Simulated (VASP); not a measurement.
**Rh: relaxation of cell and atoms with PBE**

Rh:

```
Rh
1.0
     0.00000    1.92123    1.92123
     1.92123    0.00000    1.92123
     1.92123    1.92123    0.00000
Rh
1
Direct
  0.00000 0.00000 0.00000
```

```json
{
  "Program": "VASP 6.6.1",
  "Task": "relaxation of cell and atoms",
  "Functional": "PBE",
  "Potentials or basis": "VASP PAW PBE potentials, release 64 (Rh_pv)",
  "Cutoff": "600 eV",
  "k mesh": "18 × 18 × 18",
  "Occupations": "gaussian, width 0.1 eV",
  "Spin": "no spin polarisation",
  "Dipole correction": "no",
  "Further INCAR settings": "ALGO = Normal; EDIFF = 1e-06; IBRION = 2; EDIFFG = -0.005; NSW = 100; ISIF = 3"
}
```

| Property | Result |
| --- | --- |
| Relaxed volume | 14.04 Å³/atom |
| Relaxed cell | a = 2.708 Å, b = 2.708 Å, c = 2.708 Å, α = 60.00°, β = 60.00°, γ = 60.00° |
| Space group after relaxing (to 0.1 Å) | Fm-3m (No. 225) |
| Energy gained by relaxing | 1.2 meV/atom |
| Ionic steps | 3 |
| Pressure after relaxing | 0.0 GPa |
| Band gap on the k mesh | zero (an odd number of electrons rules out a gap without spin polarisation) |

The path:
```csv
step,energy change (eV),largest force (eV/Å),pressure (GPa),volume (Å³)
1,0.0000,0.0000,-2.55,14.18
2,0.0048,0.0000,6.27,13.72
3,-0.0012,0.0000,-0.02,14.04
```

Final structure:
```xyz
1
Lattice="0.0000 1.9147 1.9147 1.9147 0.0000 1.9147 1.9147 1.9147 0.0000" Properties=species:S:1:pos:R:3 pbc="T T T"
Rh    0.0000    0.0000    0.0000
```

Levels at points of the mesh, in eV from the Fermi level:
```tsv
k point	band 4	band 5	band 6	band 7	band 8	band 9	band 10	band 11
(0.00, 0.00, 0.00)	-7.81	-2.98	-2.98	-2.98	-0.97	-0.97	16.01	20.58
(0.50, 0.00, 0.00)	-5.95	-3.06	-3.06	0.54	0.54	0.76	8.42	15.50
(0.50, 0.50, 0.00)	-6.12	-5.76	0.51	0.94	0.94	3.24	12.01	13.20
```

Run time: 54 s on 1 thread of Intel(R) Xeon(R) Platinum 8259CL CPU @ 2.50GHz (Skylake/Cascade Lake), on a shared host, peak memory 0.17 GiB.
